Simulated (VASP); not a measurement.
A run of VASP 6.6.1 is set up as follows.

File INCAR:

```
SYSTEM = AlN
PREC = Accurate ; ENCUT = 520
EDIFF = 1E-6 ; ISMEAR = 0
SIGMA = 0.05 ; LREAL = .False.
LASPH = .True. ; NELM = 80
ALGO = Normal ; ISIF = 2
LWAVE = .False. ; LCHARG = .False.
GGA = PS ; NBANDS = 11
```

The input KPOINTS:

```
Automatic mesh
0
Gamma
  10 10 10
  0 0 0
```

File POSCAR:

```
AlN
1.0
    0.0000000000      2.1886566781      2.1886566781
    2.1886566781      0.0000000000      2.1886566781
    2.1886566781      2.1886566781      0.0000000000
Al N
1 1
Direct
   -0.0067599835      0.0157732949      0.0067599835
    0.7630216860      0.7196160660      0.7369783140
```

Potentials or basis: VASP PAW PBE potentials, release 64 (Al, N).

Run with:

```bash
$ cat potpaw_PBE.64/Al/POTCAR potpaw_PBE.64/N/POTCAR > POTCAR
$ mpirun -np 1 vasp_std > vasp.out
```

Problem. Predict the band gap on the k mesh.

Solution. 2.79 eV (least direct gap 3.65 eV).

Problem. Predict the largest force.

Solution. 2.316 eV/Å.

Forces on the atoms (eV/Å):
```
Al  -2.068  0.514 -0.907
N    2.068 -0.514  0.907
```

Caveat: the cell differs from its parent crystal (atoms displaced along several vibrational modes); the PAW data sets were made with another functional, which shifts forces and pressure a little. A k mesh can miss the band edges.
